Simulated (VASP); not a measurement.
A run of VASP 6.6.1:

INCAR

```
SYSTEM = Al
ALGO = Normal
EDIFF = 1E-8
ENCUT = 600
GGA = PE
IBRION = 6
ISIF = 3
ISMEAR = -1
LASPH = .TRUE.
LCHARG = .FALSE.
LREAL = .FALSE.
LWAVE = .FALSE.
NBANDS = 8
NELM = 80
NFREE = 2
NSW = 1
POTIM = 0.015
PREC = Accurate
SIGMA = 0.15
```

File KPOINTS:

```
k-points
0
G
  20 20 20
  0 0 0
```

File POSCAR:

```
Al
1.0
    0.0000000000      2.0212014613      2.0212014613
    2.0212014613      0.0000000000      2.0212014613
    2.0212014613      2.0212014613      0.0000000000
Al
1
Direct
    0.0000000000      0.0000000000      0.0000000000
```

Potentials or basis: VASP PAW PBE potentials, release 64 (Al).

Command:

```bash
$ cat potpaw_PBE.64/Al/POTCAR > POTCAR
$ mpirun -np 1 vasp_std > vasp.out
```

Hardware: 1 thread of Intel(R) Xeon(R) 6975P-C (Granite Rapids) (shared host).

Q: Estimate the wall time of this run.

A: It took 6.5 min on 1 thread of Intel(R) Xeon(R) 6975P-C (Granite Rapids), with other jobs on the host, peak memory 0.59 GiB. Counts: scf iterations 107, k points 256.
